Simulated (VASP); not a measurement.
# La (P6_3/mmc) in VASP: a series of runs

The runs below take La through single point, with LDA.

Everything below comes from runs of VASP 6.6.1. Logs are shortened: lines on timing, memory, paths and dates and some standing lists are left out, and cuts for length are marked.

### Step 1. The cell of the first run

It takes space group P6_3/mmc (No. 194, hexagonal). Conventional cell: a = 3.434 Å, b = 3.434 Å, c = 5.713 Å, α = 90.00°, β = 90.00°, γ = 120.00°. Within 4.5 Å of La (site symmetry -6m2) lie 12 La at 3.43 to 3.48 Å.

### Step 2. Single point, LDA

Contents of INCAR:

```
  PREC = Accurate
  ENCUT = 520
  EDIFF = 1E-6
  ISMEAR = -1
  SIGMA = 0.08
  LREAL = F
  LASPH = T
  NELM = 80
  ALGO = Normal
  ISIF = 2
  LWAVE = F
  LCHARG = T
  GGA = CA
  LELF = T
  LVHAR = T
  NBANDS = 18
```

Contents of KPOINTS:

```
regular mesh
0
Gamma
  13 13 7
```

Contents of POSCAR:

```
La
1.0
    3.4341111256      0.0000000000      0.0000000000
   -1.7170555628      2.9740274742      0.0000000000
    0.0000000000      0.0000000000      5.7131703729
La
2
Direct
    0.3333333333      0.6666666667      0.2500000000
    0.6666666667      0.3333333333      0.7500000000
```

Potentials or basis: VASP PAW LDA potentials, release 64 (La).

Command:

```bash
cat potpaw_LDA.64/La/POTCAR > POTCAR
mpirun -np 1 vasp_std > vasp.out
```

OUTCAR:

```text
PREC = Accurate
   ENCUT = 520
   EDIFF = 1E-6
   ISMEAR = -1
   LREAL = F
   LASPH = T
   NELM = 80
   ISIF = 2
   GGA = CA

 ion  position               nearest neighbor table
   1  0.333  0.667  0.250-   2 3.48   2 3.48   2 3.48   2 3.48   2 3.48   2 3.48
   2  0.667  0.333  0.750-   1 3.48   1 3.48   1 3.48   1 3.48   1 3.48   1 3.48

  LATTYP: Found a hexagonal cell.
 ALAT       =     3.4341111256
 C/A-ratio  =     1.6636533193

  Lattice vectors:

 A1 = (   3.4341111256,   0.0000000000,   0.0000000000)
 A2 = (  -1.7170555628,   2.9740274742,   0.0000000000)
 A3 = (   0.0000000000,   0.0000000000,   5.7131703729)

Analysis of symmetry for initial positions (statically):
=====================================================================
 Subroutine PRICEL returns:
 Original cell was already a primitive cell.

 Routine SETGRP: Setting up the symmetry group for a
 hexagonal supercell.

 Subroutine GETGRP returns: Found 24 space group operations
 (whereof 12 operations were pure point group operations)
 out of a pool of 24 trial point group operations.

The static configuration has the point symmetry D_3d.
 The point group associated with its full space group is D_6h.

Analysis of symmetry for dynamics (positions and initial velocities):
=====================================================================
 Subroutine PRICEL returns:
 Original cell was already a primitive cell.

 Routine SETGRP: Setting up the symmetry group for a
 hexagonal supercell.

 Subroutine GETGRP returns: Found 24 space group operations
 (whereof 12 operations were pure point group operations)
 out of a pool of 24 trial point group operations.

The dynamic configuration has the point symmetry D_3d.
 The point group associated with its full space group is D_6h.

 Subroutine INISYM returns: Found 24 space group operations
 (whereof 12 operations are pure point group operations),
 and found     1 'primitive' translations

----------------------------------------------------------------------------------------

                                     Primitive cell

  volume of cell :      58.3494

  direct lattice vectors                    reciprocal lattice vectors
     3.434111126  0.000000000  0.000000000     0.291196168  0.168122186  0.000000000
    -1.717055563  2.974027474  0.000000000     0.000000000  0.336244372  0.000000000
     0.000000000  0.000000000  5.713170373     0.000000000  0.000000000  0.175034164

  length of vectors
     3.434111126  3.434111126  5.713170373     0.336244372  0.336244372  0.175034164

  position of ions in fractional coordinates (direct lattice)
     0.333333333  0.666666667  0.250000000
     0.666666667  0.333333333  0.750000000

  ion indices of the primitive-cell ions
   primitive index   ion index
                 1           1
                 2           2

----------------------------------------------------------------------------------------

 KPOINTS: regular mesh

Automatic generation of k-mesh.
 Grid dimensions read from file:
 generate k-points for:   13   13    7

 Generating k-lattice:

  Cartesian coordinates                     Fractional coordinates (reciprocal lattice)
     0.022399705  0.012932476  0.000000000     0.076923077  0.000000000  0.000000000
     0.000000000  0.025864952  0.000000000     0.000000000  0.076923077  0.000000000
     0.000000000  0.000000000  0.025004881     0.000000000  0.000000000  0.142857143

  Length of vectors
     0.025864952  0.025864952  0.025004881

  Shift w.r.t. Gamma in fractional coordinates (k-lattice)
     0.000000000  0.000000000  0.000000000

 Subroutine IBZKPT returns following result:
 ===========================================

 Found     84 irreducible k-points:

 Following reciprocal coordinates:
            Coordinates               Weight
  0.000000  0.000000  0.000000      1.000000
  0.076923  0.000000  0.000000      6.000000
  0.153846  0.000000  0.000000      6.000000
  0.230769  0.000000  0.000000      6.000000
  0.307692  0.000000  0.000000      6.000000
  0.384615  0.000000  0.000000      6.000000
[... 16 lines left out ...]
  0.076923  0.000000  0.142857     12.000000
  0.153846  0.000000  0.142857     12.000000
 [... further k-points ...]
   k-points           NKPTS =     84   k-points in BZ     NKDIM =     84   number of bands    NBANDS=     18
   number of dos      NEDOS =    301   number of ions     NIONS =      2
   total plane-waves  NPLWV =  32928
   dimension x,y,z NGX =    28 NGY =   28 NGZ =   42
   dimension x,y,z NGXF=    56 NGYF=   56 NGZF=   84
   ions per type =               2
   NGX,Y,Z   is equivalent  to a cutoff of  13.55, 13.55, 12.22 a.u.
   NGXF,Y,Z  is equivalent  to a cutoff of  27.11, 27.11, 24.44 a.u.
 SYSTEM =  unknown system
   PREC   = accura    normal or accurate (medium, high low for compatibility)
   ISTART =      0    job   : 0-new  1-cont  2-samecut
   ICHARG =      2    charge: 1-file 2-atom 10-const
   ISPIN  =      1    spin polarized calculation?
   LNONCOLLINEAR =      F non collinear calculations
   LSORBIT =      F    spin-orbit coupling
   LASPH  =      T    aspherical Exc in radial PAW
   ENCUT  =  520.0 eV  38.22 Ry    6.18 a.u.   6.39  6.39 10.62*2*pi/ulx,y,z
   NELM   =     80;   NELMIN=  2; NELMDL= -5     # of ELM steps
   EDIFF  = 0.1E-05   stopping-criterion for ELM
   LREAL  =      F    real-space projection
   EDIFFG = 0.1E-04   stopping-criterion for IOM
   NSW    =      0    number of steps for IOM
   IBRION =     -1    ionic relax: 0-MD 1-quasi-New 2-CG
   NFREE  =      0    steps in history (QN), initial steepest desc. (CG)
   ISIF   =      2    stress and relaxation
   ISYM   =      2    0-nonsym 1-usesym 2-fastsym
   POTIM  = 0.5000    time-step for ionic-motion
   TEBEG  =    0.0;   TEEND  =   0.0 temperature during run
   PSTRESS=    0.0 pullay stress
   NELECT =      22.0000    total number of electrons
   NUPDOWN=      -1.0000    fix difference up-down
   EMIN   =  10.00;   EMAX   =-10.00  energy-range for DOS
   EFERMI =   0.00;   METHOD = LEGACY
   ISMEAR =    -1;   SIGMA  =   0.08  broadening in eV -4-tet -1-fermi 0-gaus
   EFERMI_NEDOS =   21; number of points for ismear=-14 and -15
   IALGO  =     38    algorithm
   IMIX   =      4    mixing-type and parameters
     AMIX     =   0.40;   BMIX     =  1.00
     AMIX_MAG =   1.60;   BMIX_MAG =  1.00
  volume/ion in A,a.u.               =      29.17       196.88
  Fermi-wavevector in a.u.,A,eV,Ry     =   1.182688  2.234956 19.031165  1.398751
  Thomas-Fermi vector in A             =   2.318937
   LORBIT       =      0    0 simple, 1 ext, 2 COOP (PROOUT), +10 PAW based schemes
   GGA     = CA    functional components
   LHFCALC =     F    Hartree Fock is set to
   AEXX    =    0.0000 exact exchange contribution
   IVDW    =     0    specifies the selected vdW correction
   LEPSILON=     F    determine dielectric tensor
   LRPA    =     F    only Hartree local field effects (RPA)
 non-spin polarized calculation
  energy-cutoff  :      520.00
  volume of cell :       58.35
 maximum number of plane-waves:      1590
 NGX is ok and might be reduce to    28
   NGX = 13   NGY = 13   NGZ = 21

 number of electron      22.0000001 magnetization

 Free energy of the ion-electron system (eV)
  ---------------------------------------------------
  ext. energy  EPLUGINS =         0.00000000
  ---------------------------------------------------
  free energy    TOTEN  =       -11.05687268 eV

  energy without entropy =      -10.99461057  energy(sigma->0) =      -11.02574163

 E-fermi :  10.2238     XC(G=0): -10.7839

 val. band max:       10.2080782228   @ k =   0.3077   0.0000   0.4286
 cond. band min:      10.2418252917   @ k =   0.3077   0.2308   0.4286
 fundamental gap:      0.0337470689
 Fermi energy:        10.2238239410

 k-point     1 :       0.0000    0.0000    0.0000
  band No.  band energies     occupation
      1     -22.3634      2.00000
      2     -21.9013      2.00000
      3      -7.3043      2.00000
      4      -4.9208      2.00000
      5      -4.9208      2.00000
      6      -4.6808      2.00000
[... 10 lines left out ...]
     17      12.2499      0.00000
     18      12.2883      0.00000

 k-point     2 :       0.0769    0.0000    0.0000
  band No.  band energies     occupation
      1     -22.3392      2.00000
      2     -21.8875      2.00000
      3      -7.2586      2.00000
      4      -5.0702      2.00000
      5      -4.9648      2.00000
      6      -4.7567      2.00000
[... 10 lines left out ...]
     17      12.2050      0.00000
     18      12.2570      0.00000

 k-point     3 :       0.1538    0.0000    0.0000
  band No.  band energies     occupation
      1     -22.2703      2.00000
      2     -21.8497      2.00000
      3      -7.1256      2.00000
      4      -5.4675      2.00000
      5      -5.1443      2.00000
      6      -5.0797      2.00000
[... 10 lines left out ...]
     17      12.0918      0.00000
     18      12.3010      0.00000

 k-point     4 :       0.2308    0.0000    0.0000
  band No.  band energies     occupation
      1     -22.1680      2.00000
      2     -21.7985      2.00000
      3      -6.9176      2.00000
      4      -5.9912      2.00000
      5      -5.6437      2.00000
      6      -5.2292      2.00000
[... 375 lines left out ...]
      4      -4.9057      2.00000
      5      -4.9057      2.00000
      6      -4.8394      2.00000
[... 10 lines left out ...]
     17      12.1283      0.00000
     18      12.3101      0.00000

 k-point    23 :       0.0769    0.0000    0.1429
  band No.  band energies     occupation
      1     -22.3182      2.00000
      2     -21.9114      2.00000
      3      -7.1521      2.00000
      4      -5.0529      2.00000
      5      -4.9486      2.00000
      6      -4.9094      2.00000
[... 10 lines left out ...]
     17      12.1592      0.00000
     18      12.3613      0.00000

 k-point    24 :       0.1538    0.0000    0.1429
  band No.  band energies     occupation
      1     -22.2506      2.00000
      2     -21.8719      2.00000
      3      -7.0339      2.00000
      4      -5.4431      2.00000
      5      -5.2334      2.00000
      6      -5.0608      2.00000
[... 10 lines left out ...]
     17      12.1904      0.00000
     18      12.2989      0.00000

 [... further k-points ...]
[... 5 lines left out ...]
  --------------------------------------------------------------------------------------
  -------------------------------------------------------------------------------------
  Total        1.2207289      1.2207289      1.2261393      0.0000000      0.0000000      0.0000000
  in kB       33.5191757     33.5191757     33.6677345      0.0000000      0.0000000      0.0000000
  external PRESSURE =      33.5686953 kB  Pullay stress =       0.0000000 kB

 VOLUME and BASIS-vectors are now :
 -----------------------------------------------------------------------------
  energy-cutoff  :      520.00
  volume of cell :       58.35
      direct lattice vectors                 reciprocal lattice vectors
     3.434111126  0.000000000  0.000000000     0.291196168  0.168122186  0.000000000
    -1.717055563  2.974027474  0.000000000     0.000000000  0.336244372  0.000000000
     0.000000000  0.000000000  5.713170373     0.000000000  0.000000000  0.175034164

 POSITION                                       TOTAL-FORCE (eV/Angst)
 -----------------------------------------------------------------------------------
     -0.00000      1.98268      1.42829         0.000000     -0.000000      0.000000
      1.71706      0.99134      4.28488        -0.000000      0.000000      0.000000
 -----------------------------------------------------------------------------------
    total drift:                               -0.000000      0.000000     -0.000000

  FREE ENERGIE OF THE ION-ELECTRON SYSTEM (eV)
  ---------------------------------------------------
  free  energy   TOTEN  =       -11.0568726832 eV

  energy  without entropy=      -10.9946105739  energy(sigma->0) =      -11.02574163
```

Run time: 46 s. Hardware: 1 thread of Intel Xeon 6975P-C (Granite Rapids), shared host; peak memory 0.21 GiB.

Results:

| Item | Value |
| --- | --- |
| Free energy | -11.0569 eV |
| Pressure | 3.4 GPa |
| Band gap on the k mesh | zero (bands 11 and 12 overlap by 1.57 eV) |

Levels at points of the mesh, in eV from the Fermi level:
```csv
k point,band 7,band 8,band 9,band 10,band 11,band 12,band 13,band 14,band 15,band 16
"(0.00, 0.00, 0.00)",-14.83,-14.83,-2.80,-1.96,0.92,1.49,1.49,1.61,1.71,1.94
```

Caveat: the cell stands under pressure; spin-orbit coupling is left out, which moves the levels of the heavy elements.

### Step 3. Single point, LDA

Contents of INCAR:

```
PREC = Accurate
ENCUT = 520
EDIFF = 1E-6
ISMEAR = -1
SIGMA = 0.08
LREAL = F
LASPH = T
NELM = 80
ALGO = Normal
ISIF = 2
LWAVE = F
LCHARG = F
GGA = CA
NBANDS = 18
```

Contents of KPOINTS:

```
Automatic mesh
0
Gamma
  13 13 7
```

Contents of POSCAR:

```
La
1.0
    3.4355703864      0.0000000000      0.0000000000
   -1.7177851932      2.9752912311      0.0000000000
    0.0000000000      0.0000000000      5.7159768222
La
2
Direct
    0.3333333333      0.6666666667      0.2500000000
    0.6666666667      0.3333333333      0.7500000000
```

Potentials or basis: VASP PAW LDA potentials, release 64 (La).

Command:

```bash
cat potpaw_LDA.64/La/POTCAR > POTCAR
mpirun -np 1 vasp_std > vasp.out
```

Wall time 49 s (1 thread of Intel Xeon 6975P-C (Granite Rapids), shared host); peak memory 0.22 GiB.

The run converged. Its results:

- Free energy: -11.0585 eV
- Pressure: 3.3 GPa
- Band gap on the k mesh: zero (bands 11 and 12 overlap by 1.57 eV)

Levels at points of the mesh, in eV from the Fermi level:
```csv
k point,band 7,band 8,band 9,band 10,band 11,band 12,band 13,band 14,band 15,band 16
"(0.00, 0.00, 0.00)",-14.84,-14.84,-2.80,-1.96,0.92,1.49,1.49,1.61,1.71,1.94
```

Caveat: the cell stands under pressure; spin-orbit coupling is left out, which moves the levels of the heavy elements.

The gap in the log of VASP goes by the Fermi energy; the results here count the filled bands.